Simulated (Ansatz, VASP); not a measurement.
**SiO2: VASP beside Ansatz**

```
Si O
1.0
    -1.63419    1.86955    2.81237
     1.63419   -1.86955    2.81237
     1.63419    1.86955   -2.81237
Si O
1 2
Direct
  0.00000 0.50000 0.50000
  0.50000 0.00000 0.50000
  0.00000 0.00000 0.00000
```

Alike in both runs: task relaxation of cell and atoms; functional PBE; k mesh 8 × 8 × 8; occupations gaussian, width 0.1 eV; no spin polarisation.

|  | VASP | Ansatz |
| --- | --- | --- |
| version | VASP 6.6.1 | Ansatz 0.2.0 |
| potentials or method | VASP PAW PBE potentials, release 64 (Si, O_h), cutoff 910 eV | scalar-relativistic, plane waves, PAW |
| valence electrons in the cell | 16 | 16 |

Ansatz gave:

```
relaxed volume (Å³/atom)                                     : 12.07
relaxed cell length with the largest relative difference (Å) : 4.010
```

Q: Which values does VASP return?

A: Relaxed volume (Å³/atom): 9.25; relaxed cell length with the largest relative difference (Å): 3.432.

One of these differences is far larger than is usual between the two programs; its cause wasn't traced.

Noted on VASP's run: the cutoff is short for stress, so the pressure is rough; the volume moved by over 15 % at a fixed basis, so the end points are rough.
